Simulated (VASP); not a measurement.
As:

```
CELL_PARAMETERS angstrom
0.00000 2.91252 2.91252
2.91252 0.00000 2.91252
2.91252 2.91252 0.00000
ATOMIC_POSITIONS crystal
As 0.12500 0.12500 0.12500
As 0.87500 0.87500 0.87500
```

* Program: VASP 6.6.1
* Task: relaxation of cell and atoms
* Functional: RPBE
* Potentials or basis: VASP PAW PBE potentials, release 64 (As)
* Cutoff: 600 eV
* k mesh: 9 × 9 × 9
* Occupations: fermi-dirac, width 0.1 eV
* Spin: no spin polarisation

At the start: pressure 10.6 GPa; volume 24.71 Å³/atom.

**Question.** Where does the relaxation end?

**Answer.** Over 5 steps the energy falls by 140.9 meV/atom and the volume is 29.59 Å³/atom (+19.8 %); space group Fd-3m (No. 227, to 0.05 Å).

Step by step:
| step | energy change (eV) | largest force (eV/Å) | pressure (GPa) | volume (Å³) |
| --- | --- | --- | --- | --- |
| 1 | 0.0000 | 0.0000 | 10.60 | 49.41 |
| 2 | -0.2648 | 0.0000 | -1.83 | 62.05 |
| 3 | -0.2817 | 0.0000 | 0.07 | 59.10 |
| 4 | -0.2817 | 0.0000 | -0.08 | 59.31 |
| 5 | -0.2818 | 0.0000 | 0.01 | 59.19 |

Final structure:
```xyz
2
Lattice="0.0000 3.0932 3.0932 3.0932 0.0000 3.0932 3.0932 3.0932 0.0000" Properties=species:S:1:pos:R:3 pbc="T T T"
As    0.7733    0.7733    0.7733
As    5.4131    5.4131    5.4131
```

Caveat: the volume moved by over 15 % at a fixed basis, so the end points are rough; the PAW data sets were made with another functional, which shifts forces and pressure a little.
